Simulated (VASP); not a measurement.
# KBr (P6_3/mmc) in VASP: settings compared

The runs below take KBr through single point, with PBE, r2SCAN.

All numbers are computed with VASP 6.6.1; they aren't measurements. Logs are shortened: lines on timing, memory, paths and dates and some standing lists are left out, and cuts for length are marked.

## (1) The cell of the first run

It takes space group P6_3/mmc (No. 194, hexagonal). Conventional cell: a = 5.619 Å, b = 5.619 Å, c = 6.554 Å, α = 90.00°, β = 90.00°, γ = 120.00°. Within 4.3 Å of K (site symmetry -6m2) lie 5 Br at 3.24 to 3.28 Å. Within 4.3 Å of Br (site symmetry -6m2) lie 5 K at 3.24 to 3.28 Å.

## (2) Single point, PBE

Input file INCAR:

```
SYSTEM = KBr
ALGO = Normal
EDIFF = 1E-6
ENCUT = 520
GGA = PE
ISIF = 2
ISMEAR = 0
LASPH = .True.
LCHARG = .False.
LREAL = .False.
LWAVE = .False.
NBANDS = 24
NELM = 100
PREC = Accurate
SIGMA = 0.01
```

Input file KPOINTS:

```
k-points
0
Gamma
  6 6 4
  0 0 0
```

Input file POSCAR:

```
KBr
1.0
    5.6185815514      0.0000000000      0.0000000000
   -2.8092907757      4.8658343567      0.0000000000
    0.0000000000      0.0000000000      6.5538298471
K Br
2 2
Direct
    0.3333333333      0.6666666667     -0.0625000000
    0.6666666667      0.3333333333      0.4375000000
    0.3333333333      0.6666666667      0.4375000000
    0.6666666667      0.3333333333      0.9375000000
```

Potentials or basis: VASP PAW PBE potentials, release 64 (K_sv, Br).

Launch:

```bash
cat potpaw_PBE.64/K_sv/POTCAR potpaw_PBE.64/Br/POTCAR > POTCAR
mpirun -np 1 vasp_std > vasp.out
```

OUTCAR:

```text
SYSTEM = KBr
   EDIFF = 1E-6
   ENCUT = 520
   GGA = PE
   ISIF = 2
   ISMEAR = 0
   LASPH = .True.
   LREAL = .False.
   NELM = 100
   PREC = Accurate

 ion  position               nearest neighbor table
   1  0.333  0.667  0.938-   4 3.24   4 3.24   4 3.24   3 3.28   3 3.28
   2  0.667  0.333  0.438-   3 3.24   3 3.24   3 3.24   4 3.28   4 3.28
   3  0.333  0.667  0.438-   2 3.24   2 3.24   2 3.24   1 3.28   1 3.28
   4  0.667  0.333  0.938-   1 3.24   1 3.24   1 3.24   2 3.28   2 3.28

  LATTYP: Found a hexagonal cell.
 ALAT       =     5.6185815514
 C/A-ratio  =     1.1664562999

  Lattice vectors:

 A1 = (   5.6185815514,   0.0000000000,   0.0000000000)
 A2 = (  -2.8092907757,   4.8658343567,   0.0000000000)
 A3 = (   0.0000000000,   0.0000000000,   6.5538298471)

Analysis of symmetry for initial positions (statically):
=====================================================================
 Subroutine PRICEL returns:
 Original cell was already a primitive cell.

 Routine SETGRP: Setting up the symmetry group for a
 hexagonal supercell.

 Subroutine GETGRP returns: Found 24 space group operations
 (whereof  6 operations were pure point group operations)
 out of a pool of 24 trial point group operations.

The static configuration has the point symmetry C_3v.
 The point group associated with its full space group is D_6h.

Analysis of symmetry for dynamics (positions and initial velocities):
=====================================================================
 Subroutine PRICEL returns:
 Original cell was already a primitive cell.

 Routine SETGRP: Setting up the symmetry group for a
 hexagonal supercell.

 Subroutine GETGRP returns: Found 24 space group operations
 (whereof  6 operations were pure point group operations)
 out of a pool of 24 trial point group operations.

The dynamic configuration has the point symmetry C_3v.
 The point group associated with its full space group is D_6h.

 Subroutine INISYM returns: Found 24 space group operations
 (whereof  6 operations are pure point group operations),
 and found     1 'primitive' translations

----------------------------------------------------------------------------------------

                                     Primitive cell

  volume of cell :     179.1757

  direct lattice vectors                    reciprocal lattice vectors
     5.618581551  0.000000000  0.000000000     0.177980864  0.102757300  0.000000000
    -2.809290776  4.865834357  0.000000000     0.000000000  0.205514600  0.000000000
     0.000000000  0.000000000  6.553829847     0.000000000  0.000000000  0.152582539

  length of vectors
     5.618581551  5.618581551  6.553829847     0.205514600  0.205514600  0.152582539

  position of ions in fractional coordinates (direct lattice)
     0.333333333  0.666666667  0.937500000
     0.666666667  0.333333333  0.437500000
     0.333333333  0.666666667  0.437500000
     0.666666667  0.333333333  0.937500000

  ion indices of the primitive-cell ions
   primitive index   ion index
                 1           1
                 2           2
                 3           3
                 4           4

----------------------------------------------------------------------------------------

 KPOINTS: k-points

Automatic generation of k-mesh.
 Grid dimensions read from file:
 generate k-points for:    6    6    4

 Generating k-lattice:

  Cartesian coordinates                     Fractional coordinates (reciprocal lattice)
     0.029663477  0.017126217  0.000000000     0.166666667 -0.000000000  0.000000000
     0.000000000  0.034252433  0.000000000     0.000000000  0.166666667  0.000000000
     0.000000000  0.000000000  0.038145635     0.000000000  0.000000000  0.250000000

  Length of vectors
     0.034252433  0.034252433  0.038145635

  Shift w.r.t. Gamma in fractional coordinates (k-lattice)
     0.000000000  0.000000000  0.000000000

 Subroutine IBZKPT returns following result:
 ===========================================

 Found     21 irreducible k-points:

 Following reciprocal coordinates:
            Coordinates               Weight
  0.000000  0.000000  0.000000      1.000000
  0.166667  0.000000  0.000000      6.000000
  0.333333  0.000000  0.000000      6.000000
  0.500000  0.000000  0.000000      3.000000
  0.166667  0.166667  0.000000      6.000000
  0.333333  0.166667  0.000000     12.000000
[... 13 lines left out ...]
  0.333333  0.166667  0.500000     12.000000
  0.333333  0.333333  0.500000      2.000000
   k-points           NKPTS =     21   k-points in BZ     NKDIM =     21   number of bands    NBANDS=     24
   number of dos      NEDOS =    301   number of ions     NIONS =      4
   total plane-waves  NPLWV =  88200
   dimension x,y,z NGX =    42 NGY =   42 NGZ =   50
   dimension x,y,z NGXF=    84 NGYF=   84 NGZF=  100
   ions per type =               2   2
   NGX,Y,Z   is equivalent  to a cutoff of  12.43, 12.43, 12.68 a.u.
   NGXF,Y,Z  is equivalent  to a cutoff of  24.85, 24.85, 25.37 a.u.
 SYSTEM =  KBr
   PREC   = accura    normal or accurate (medium, high low for compatibility)
   ISTART =      0    job   : 0-new  1-cont  2-samecut
   ICHARG =      2    charge: 1-file 2-atom 10-const
   ISPIN  =      1    spin polarized calculation?
   LNONCOLLINEAR =      F non collinear calculations
   LSORBIT =      F    spin-orbit coupling
   LASPH  =      T    aspherical Exc in radial PAW
   ENCUT  =  520.0 eV  38.22 Ry    6.18 a.u.  10.45 10.45 12.19*2*pi/ulx,y,z
   NELM   =    100;   NELMIN=  2; NELMDL= -5     # of ELM steps
   EDIFF  = 0.1E-05   stopping-criterion for ELM
   LREAL  =      F    real-space projection
   EDIFFG = 0.1E-04   stopping-criterion for IOM
   NSW    =      0    number of steps for IOM
   IBRION =     -1    ionic relax: 0-MD 1-quasi-New 2-CG
   NFREE  =      0    steps in history (QN), initial steepest desc. (CG)
   ISIF   =      2    stress and relaxation
   ISYM   =      2    0-nonsym 1-usesym 2-fastsym
   POTIM  = 0.5000    time-step for ionic-motion
   TEBEG  =    0.0;   TEEND  =   0.0 temperature during run
   PSTRESS=    0.0 pullay stress
   NELECT =      32.0000    total number of electrons
   NUPDOWN=      -1.0000    fix difference up-down
   EMIN   =  10.00;   EMAX   =-10.00  energy-range for DOS
   EFERMI =   0.00;   METHOD = LEGACY
   ISMEAR =     0;   SIGMA  =   0.01  broadening in eV -4-tet -1-fermi 0-gaus
   EFERMI_NEDOS =   21; number of points for ismear=-14 and -15
   IALGO  =     38    algorithm
   IMIX   =      4    mixing-type and parameters
     AMIX     =   0.40;   BMIX     =  1.00
     AMIX_MAG =   1.60;   BMIX_MAG =  1.00
  volume/ion in A,a.u.               =      44.79       302.28
  Fermi-wavevector in a.u.,A,eV,Ry     =   0.921931  1.742197 11.564365  0.849957
  Thomas-Fermi vector in A             =   2.047402
   LORBIT       =      0    0 simple, 1 ext, 2 COOP (PROOUT), +10 PAW based schemes
   GGA     = PE    functional components
   LHFCALC =     F    Hartree Fock is set to
   AEXX    =    0.0000 exact exchange contribution
   IVDW    =     0    specifies the selected vdW correction
   LEPSILON=     F    determine dielectric tensor
   LRPA    =     F    only Hartree local field effects (RPA)
 non-spin polarized calculation
 Gauss-broadening in eV      SIGMA  =   0.01
  energy-cutoff  :      520.00
  volume of cell :      179.18
 maximum number of plane-waves:      4860
 NGX is ok and might be reduce to    42
   NGX = 21   NGY = 21   NGZ = 25

 number of electron      32.0000003 magnetization

 Free energy of the ion-electron system (eV)
  ---------------------------------------------------
  ext. energy  EPLUGINS =         0.00000000
  ---------------------------------------------------
  free energy    TOTEN  =       -12.27468700 eV

  energy without entropy =      -12.27468700  energy(sigma->0) =      -12.27468700

 E-fermi :  -2.4014     XC(G=0):  -6.3506

 val. band max:       -2.5360426451   @ k =   0.0000   0.0000   0.0000
 cond. band min:       1.6512727070   @ k =   0.0000   0.0000   0.0000
 fundamental gap:      4.1873153520
 Fermi energy:        -2.4014303866

 k-point     1 :       0.0000    0.0000    0.0000
  band No.  band energies     occupation
      1     -30.4532      2.00000
      2     -30.4468      2.00000
      3     -14.7615      2.00000
      4     -14.6785      2.00000
      5     -13.9995      2.00000
      6     -13.9804      2.00000
[... 16 lines left out ...]
     23       5.7123      0.00000
     24       6.3499      0.00000

 k-point     2 :       0.1667    0.0000    0.0000
  band No.  band energies     occupation
      1     -30.4527      2.00000
      2     -30.4471      2.00000
      3     -14.7948      2.00000
      4     -14.7273      2.00000
      5     -13.9946      2.00000
      6     -13.9829      2.00000
[... 16 lines left out ...]
     23       5.8945      0.00000
     24       5.9526      0.00000

 k-point     3 :       0.3333    0.0000    0.0000
  band No.  band energies     occupation
      1     -30.4515      2.00000
      2     -30.4478      2.00000
      3     -14.8505      2.00000
      4     -14.8119      2.00000
      5     -13.9877      2.00000
      6     -13.9822      2.00000
[... 16 lines left out ...]
     23       5.8383      0.00000
     24       6.1183      0.00000
[... 433 lines left out ...]
 k-point    20 :       0.3333    0.1667    0.5000
  band No.  band energies     occupation
      1     -30.4495      2.00000
      2     -30.4495      2.00000
      3     -14.9574      2.00000
      4     -14.9574      2.00000
      5     -13.9721      2.00000
      6     -13.9721      2.00000
[... 16 lines left out ...]
     23       5.9888      0.00000
     24       5.9888      0.00000

 k-point    21 :       0.3333    0.3333    0.5000
  band No.  band energies     occupation
      1     -30.4495      2.00000
      2     -30.4495      2.00000
      3     -14.9695      2.00000
      4     -14.9695      2.00000
      5     -13.9749      2.00000
      6     -13.9749      2.00000
[... 16 lines left out ...]
     23       6.0203      0.00000
     24       6.0203      0.00000

------------------------ aborting loop because EDIFF is reached ----------------------------------------

  FORCE on cell =-STRESS in cart. coord.  units (eV):
  Direction    XX          YY          ZZ          XY          YZ          ZX
  --------------------------------------------------------------------------------------
  -------------------------------------------------------------------------------------
  Total        0.4111046      0.4111046      0.5852143      0.0000000     -0.0000000     -0.0000000
  in kB        3.6760696      3.6760696      5.2329467      0.0000000     -0.0000000     -0.0000000
  external PRESSURE =       4.1950287 kB  Pullay stress =       0.0000000 kB

 VOLUME and BASIS-vectors are now :
 -----------------------------------------------------------------------------
  energy-cutoff  :      520.00
  volume of cell :      179.18
      direct lattice vectors                 reciprocal lattice vectors
     5.618581551  0.000000000  0.000000000     0.177980864  0.102757300  0.000000000
    -2.809290776  4.865834357  0.000000000     0.000000000  0.205514600  0.000000000
     0.000000000  0.000000000  6.553829847     0.000000000  0.000000000  0.152582539

 POSITION                                       TOTAL-FORCE (eV/Angst)
 -----------------------------------------------------------------------------------
     -0.00000      3.24389      6.14422        -0.000000     -0.000000      0.000000
      2.80929      1.62194      2.86730         0.000000      0.000000      0.000000
     -0.00000      3.24389      2.86730        -0.000000      0.000000      0.000000
      2.80929      1.62194      6.14422         0.000000     -0.000000     -0.000000
 -----------------------------------------------------------------------------------
    total drift:                               -0.000000      0.000000     -0.000049

  FREE ENERGIE OF THE ION-ELECTRON SYSTEM (eV)
  ---------------------------------------------------
  free  energy   TOTEN  =       -12.2746869982 eV

  energy  without entropy=      -12.2746869982  energy(sigma->0) =      -12.27468700
```

It took 70 s on 1 thread of Intel Xeon Platinum 8259CL at 2.50GHz (Skylake/Cascade Lake), shared host; peak memory 0.33 GiB.

What came out:

```
Free energy            : -12.2747 eV
Pressure               : 0.4 GPa
Band gap on the k mesh : 4.19 eV
```

Caveat: the structure was generated, so it needn't be the stable form of KBr.

## (3) Single point, r2SCAN

POSCAR is that of step 2.

Input file INCAR.step1:

```
SYSTEM = KBr
PREC     = Accurate       ! precision mode
ENCUT    = 520            ! plane-wave cutoff, eV
ISMEAR   = 0              ! smearing method
SIGMA    = 0.01           ! smearing width, eV
LREAL    = .FALSE.        ! projectors in reciprocal space
LASPH    = .TRUE.         ! aspherical terms in the spheres
NELM     = 80             ! most SCF steps
NBANDS   = 24             ! bands
GGA      = PE             ! functional
ALGO     = Normal         ! electronic algorithm
EDIFF    = 1E-4           ! SCF threshold, eV
LWAVE    = .TRUE.         ! write WAVECAR
LCHARG   = .FALSE.        ! write CHGCAR
```

Input file INCAR.step2:

```
SYSTEM = KBr
PREC     = Accurate       ! precision mode
ENCUT    = 520            ! plane-wave cutoff, eV
EDIFF    = 1E-7           ! SCF threshold, eV
ISMEAR   = 0              ! smearing method
SIGMA    = 0.01           ! smearing width, eV
LREAL    = .FALSE.        ! projectors in reciprocal space
LASPH    = .TRUE.         ! aspherical terms in the spheres
NELM     = 80             ! most SCF steps
ALGO     = Normal         ! electronic algorithm
ISIF     = 2              ! what is computed and relaxed
LWAVE    = .FALSE.        ! write WAVECAR
LCHARG   = .TRUE.         ! write CHGCAR
METAGGA  = R2SCAN         ! meta-GGA
LMIXTAU  = .TRUE.       
LELF     = .TRUE.         ! ELF
LVHAR    = .TRUE.       
NBANDS   = 24             ! bands
ISTART   = 1
```

Input file KPOINTS:

```
Automatic mesh
0
G
  6 6 2
  0 0 0
```

Potentials or basis: VASP PAW PBE potentials, release 64 (K_sv, Br).

Launch:

```bash
cat potpaw_PBE.64/K_sv/POTCAR potpaw_PBE.64/Br/POTCAR > POTCAR
cp INCAR.step1 INCAR
mpirun -np 1 vasp_std > vasp.out
cp INCAR.step2 INCAR
mpirun -np 1 vasp_std > vasp.out
```

It took 3.1 min on 1 thread of Intel Xeon Platinum 8259CL at 2.50GHz (Skylake/Cascade Lake), shared host; peak memory 0.34 GiB.

It converged, with:

| Item | Value |
| --- | --- |
| Free energy | -46.2228 eV |
| Pressure | 0.0 GPa |
| Band gap on the k mesh | 4.76 eV |

Levels at points of the mesh, in eV from the valence-band top:
| k point | band 14 | band 15 | band 16 | band 17 | band 18 | band 19 |
| --- | --- | --- | --- | --- | --- | --- |
| (0.00, 0.00, 0.00) | -0.29 | -0.29 | 0.00 | 4.76 | 7.83 | 8.08 |
| (0.50, 0.00, 0.00) | -0.45 | -0.25 | -0.15 | 6.46 | 7.19 | 7.21 |
| (0.00, 0.00, 0.50) | -0.40 | -0.40 | -0.40 | 6.03 | 6.03 | 9.08 |
| (0.50, 0.00, 0.50) | -0.35 | -0.27 | -0.27 | 6.76 | 6.76 | 8.61 |

Caveat: the k points lie up to 0.48 Å⁻¹ apart; the structure was generated, so it needn't be the stable form of KBr; the PAW data sets were made with another functional, which shifts forces and pressure a little.
